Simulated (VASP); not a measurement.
Here is a VASP 6.6.1 calculation.

The input INCAR:

```
SYSTEM = Al
  PREC = Accurate
  ENCUT = 520
  EDIFF = 1E-6
  ISMEAR = -1
  SIGMA = 0.1
  LREAL = .FALSE.
  LASPH = .TRUE.
  NELM = 100
  ALGO = Normal
  ISIF = 2
  LWAVE = .FALSE.
  LCHARG = .FALSE.
  LDIPOL = .TRUE.
  IDIPOL = 3
  DIPOL = 0.5 0.5 0.500
  GGA = PS
  NBANDS = 16
```

Contents of KPOINTS:

```
regular mesh
0
G
  4 6 1
  0 0 0
```

POSCAR

```
Al
1.0
    4.5006498094      0.0000000000      0.0000000000
    0.0000000000      2.7560738860      0.0000000000
    0.0000000000      0.0000000000     21.1969027580
Al
5
Direct
    0.0000000000      0.0000000000      0.3774136293
    0.5000000000      0.6666666667      0.4387068147
    0.0000000000      0.3333333333      0.5000000000
    0.5000000000      0.0000000000      0.5612931853
    0.0000000000      0.6666666667      0.6225863707
```

Potentials or basis: VASP PAW PBE potentials, release 64 (Al).

The run is started by

```sh
$ cat potpaw_PBE.64/Al/POTCAR > POTCAR
$ mpirun -np 1 vasp_std > vasp.out
```

(1) What does it give for the largest force?

(2) Predict the band gap on the k mesh.

Answers

(1) 0.357 eV/Å.

(2) zero (an odd number of electrons rules out a gap without spin polarisation).

Caveat: the k points lie up to 0.38 Å⁻¹ apart, too coarse for converged energies and pressures of a metal; the PAW data sets were made with another functional, which shifts forces and pressure a little.
